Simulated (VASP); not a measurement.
Here is a VASP 6.6.1 calculation.

Contents of INCAR:

```
  ALGO = Normal
  EDIFF = 1E-6
  ENCUT = 500
  GGA = PE
  GGA_COMPAT = F
  ISIF = 2
  ISMEAR = 0
  LASPH = T
  LCHARG = T
  LELF = T
  LREAL = F
  LVHAR = T
  LWAVE = F
  NBANDS = 15
  NELM = 120
  PREC = Accurate
  SIGMA = 0.01
```

File KPOINTS:

```
k-points
0
Gamma
  4 4 4
```

File POSCAR:

```
RbCl
1.0
    0.0000000000      3.3057264435      3.3057264435
    3.3057264435      0.0000000000      3.3057264435
    3.3057264435      3.3057264435      0.0000000000
Rb Cl
1 1
Direct
    0.0000000000      0.0000000000      0.0000000000
    0.5000000000      0.5000000000      0.5000000000
```

Potentials or basis: VASP PAW PBE potentials, release 64 (Rb_sv, Cl).

Command:

```sh
$ cat potpaw_PBE.64/Rb_sv/POTCAR potpaw_PBE.64/Cl/POTCAR > POTCAR
$ mpirun -np 1 vasp_std > vasp.out
```

(1) Estimate the band gap on the k mesh.

(2) Predict the pressure.

Results:

(1) 4.95 eV, direct.

(2) 0.6 GPa.
